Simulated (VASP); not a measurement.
Here is a VASP 6.6.1 calculation.

Contents of POSCAR:

```
Bi2Te3
1.0
    2.1737683504      1.2550257423     10.5922188232
   -2.1737683504      1.2550257423     10.5922188232
    0.0000000000     -2.5100514845     10.5922188232
Bi Te
2 3
Direct
    0.3981034008      0.3981034008      0.3981034008
    0.6018965992      0.6018965992      0.6018965992
    0.2139092615      0.2139092615      0.2139092615
    0.7860907385      0.7860907385      0.7860907385
    0.0000000000      0.0000000000      0.0000000000
```

File INCAR.step1:

```
  PREC = Accurate
  ENCUT = 520
  ISMEAR = 0
  SIGMA = 0.01
  LREAL = F
  LASPH = T
  NELM = 60
  NBANDS = 32
  GGA = PE
  ALGO = Normal
  EDIFF = 1E-4
  LWAVE = T
  LCHARG = F
```

Contents of INCAR.step2:

```
  PREC = Accurate
  ENCUT = 520
  EDIFF = 1E-7
  ISMEAR = 0
  SIGMA = 0.01
  LREAL = F
  LASPH = T
  NELM = 60
  ALGO = Normal
  ISIF = 2
  LWAVE = F
  LCHARG = T
  METAGGA = R2SCAN
  LMIXTAU = T
  LELF = T
  LVHAR = T
  NBANDS = 32
  ISTART = 1
```

File KPOINTS:

```
Automatic mesh
0
Gamma
  8 8 8
```

Potentials or basis: VASP PAW PBE potentials, release 64 (Bi_d, Te).

Launch:

```sh
$ cat potpaw_PBE.64/Bi_d/POTCAR potpaw_PBE.64/Te/POTCAR > POTCAR
$ cp INCAR.step1 INCAR
$ mpirun -np 1 vasp_std > vasp.out
$ cp INCAR.step2 INCAR
$ mpirun -np 1 vasp_std > vasp.out
```

Problem. Predict the pressure.

Solution. 1.4 GPa.

Problem. Estimate the largest force.

Solution. 0.023 eV/Å.

Stress tensor (GPa, compression positive):
```
1.63 0.00 0.00
0.00 1.63 0.00
0.00 0.00 0.86
```

Caveat: the cell differs from its parent crystal (epitaxial xy strain -1.0%); the PAW data sets were made with another functional, which shifts forces and pressure a little.
